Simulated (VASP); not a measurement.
The system is Al2O3.

```
Al O
1.0
    -1.39957    1.86831    4.40195
     1.39957   -1.86831    4.40195
     1.39957    1.86831   -4.40195
Al O
2 3
Direct
  0.65548 0.65548 0.00000
  0.34453 0.34453 0.00000
  0.50000 0.00000 0.50000
  0.19638 0.69638 0.50000
  0.80362 0.30362 0.50000
```

Base run:

```yaml
Program: VASP 6.6.1
Functional: r2SCAN
Potentials_or_basis: VASP PAW PBE potentials, release 64 (Al, O)
Cutoff: 520 eV
k_mesh: 10 × 10 × 10
Occupations: gaussian, width 0.02 eV
Spin: no spin polarisation
```

Its results: band gap on the k mesh 6.08 eV; pressure -7.6 GPa; largest force 0.204 eV/Å.

Q: The run is repeated on the same cell with these changes: functional from r2SCAN to LDA; potentials or basis from VASP PAW PBE potentials, release 64 (Al, O) to VASP PAW LDA potentials, release 64 (Al, O). What comes out?

A: Band gap on the k mesh 5.13 eV; pressure -10.6 GPa; largest force 0.260 eV/Å.

Caveats: the cell stands under tension; the PAW data sets were made with another functional, which shifts forces and pressure a little (at least some runs).

A k mesh can miss the band edges.
